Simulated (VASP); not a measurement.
Here is a VASP 6.6.1 calculation.

The input INCAR:

```
SYSTEM = C
ALGO = Normal
EDIFF = 1E-6
ENCUT = 600
GGA = PE
GGA_COMPAT = .False.
ISIF = 2
ISMEAR = 0
IVDW = 12
LASPH = .True.
LCHARG = .True.
LELF = .True.
LREAL = .False.
LVHAR = .True.
LWAVE = .False.
NBANDS = 16
NELM = 120
PREC = Accurate
SIGMA = 0.15
```

KPOINTS

```
k-points
0
Gamma
  24 24 2
  0 0 0
```

Contents of POSCAR:

```
C
1.0
    2.3693441324      0.0030373384      0.0241322977
   -1.1820416539      2.2359169708     -0.0032135326
    0.2341733036      0.0991927007     24.9019243357
C
4
Direct
   -0.0350906077     -0.1257286033      0.5642602473
    0.0497374810      0.0419779706      0.4309175432
    0.3703976980      0.7859077377      0.4285392264
    0.6149554286      0.2978428950      0.5762829832
```

Potentials or basis: VASP PAW PBE potentials, release 64 (C).

The run is started by

```bash
$ cat potpaw_PBE.64/C/POTCAR > POTCAR
$ mpirun -np 1 vasp_std > vasp.out
```

Q: Estimate the largest force.

A: 13.621 eV/Å.

Q: What does it give for the dispersion energy per atom?

A: -0.116 eV.

Q: What does it give for the band gap on the k mesh?

A: Zero (bands 8 and 9 overlap by 2.21 eV).

Forces in eV/Å, atoms in the order of the input:
```
C    -2.883   6.362   3.629
C   -10.642   8.473  -0.608
C    10.648  -8.471   0.621
C     2.877  -6.363  -3.642
```

Caveat: the cell differs from its parent crystal (atoms moved at random and the cell strained at random).
